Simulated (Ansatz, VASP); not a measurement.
**Sc: VASP beside Ansatz**

POSCAR

```
Sc
1.0
    0.0000000000      2.2705000000      2.2705000000
    2.3556437500      0.0000000000      2.2705000000
    2.3556437500      2.2705000000      0.0000000000
Sc
1
Direct
    0.0000000000      0.0000000000      0.0000000000
```

INCAR.step1

```
  PREC = Accurate
  ENCUT = 520
  ISMEAR = 0
  SIGMA = 0.15
  LREAL = F
  LASPH = T
  NELM = 100
  NBANDS = 12
  GGA = PE
  ALGO = Normal
  EDIFF = 1E-4
  LWAVE = T
  LCHARG = F
```

File INCAR.step2:

```
  PREC = Accurate
  ENCUT = 520
  EDIFF = 1E-7
  ISMEAR = 0
  SIGMA = 0.15
  LREAL = F
  LASPH = T
  NELM = 100
  ALGO = Normal
  ISIF = 2
  LWAVE = F
  LCHARG = F
  METAGGA = R2SCAN
  LMIXTAU = T
  NBANDS = 12
  ISTART = 1
```

Contents of KPOINTS:

```
Automatic mesh
0
Gamma
  18 18 18
```

Input for Ansatz:

```yaml
crystal:
  lattice:
    - [0.0, 2.2705, 2.2705]
    - [2.35564375, 0.0, 2.2705]
    - [2.35564375, 2.2705, 0.0]
  atoms:
    - { symbol: Sc, position: [0.0, 0.0, 0.0] }
basis:
  ecutwfc: 500
kpoints:
  mp_grid: { grid: [18, 18, 18] }
hamiltonian:
  xc: r2scan
scf:
  occupations: { method: gaussian, width: 0.15 }
output:
  forces: true
  stress: true
  eigenvalues: true
```

Change from the starting cell: strain +0.0375 x Voigt [1, 0, 0, 0, 0, 0], atoms carried along.

Alike in both runs: task single point; functional r2SCAN; k mesh 18 × 18 × 18; occupations gaussian, width 0.15 eV; no spin polarisation.

|  | VASP | Ansatz |
| --- | --- | --- |
| version | VASP 6.6.1 | Ansatz 0.2.0 |
| potentials or method | VASP PAW PBE potentials, release 64 (Sc_sv), cutoff 520 eV | scalar-relativistic, plane waves, PAW |
| valence electrons in the cell | 11 | 11 |

VASP gave:

- gap on the k mesh at the Fermi level (eV): none
- pressure (GPa): 2.0
- traceless stress, the component that is largest in VASP (GPa): -0.39

**Question.** What did Ansatz give for the same quantities?

**Answer.** gap on the k mesh at the Fermi level (eV): none; pressure (GPa): 1.8; traceless stress, the component that is largest in VASP (GPa): -0.39.

VASP's potentials were made for PBE, not for r2SCAN. A gap of «none» marks a metal or a gap that the smearing closes.
